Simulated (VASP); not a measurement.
PbS, 2 atoms in the cell. It takes space group F-43m (No. 216, cubic). The conventional cell has a = 6.558 Å, b = 6.558 Å, c = 6.558 Å, α = 90.00°, β = 90.00°, γ = 90.00°. Pb (site symmetry -43m) has 4 S at 2.84 Å within 3.7 Å. S (site symmetry -43m) has 4 Pb at 2.84 Å within 3.7 Å.  This cell differs from its parent crystal: volume scaled by 0.960.

- Program: VASP 6.6.1
- Task: single point
- Functional: PBE
- Potentials or basis: VASP PAW PBE potentials, release 64 (Pb_d, S)
- Cutoff: 520 eV
- k mesh: 10 × 10 × 10
- Occupations: gaussian, width 0.05 eV
- Spin: no spin polarisation
- Dipole correction: no
- Further INCAR settings: ALGO = Normal; EDIFF = 1e-06; NBANDS = 17

Potentials or basis: VASP PAW PBE potentials, release 64 (Pb_d, S).

The run is started by

```bash
$ cat potpaw_PBE.64/Pb_d/POTCAR potpaw_PBE.64/S/POTCAR > POTCAR
$ mpirun -np 1 vasp_std > vasp.out
```

Hardware: 1 thread of Intel(R) Xeon(R) 6975P-C (Granite Rapids), with other jobs on the host.

Task: Estimate the wall time of this run.

Result: Wall time 25 s on 1 thread of Intel(R) Xeon(R) 6975P-C (Granite Rapids), with other jobs on the host, peak memory 0.23 GiB. Counts: scf iterations 14, k points 47.
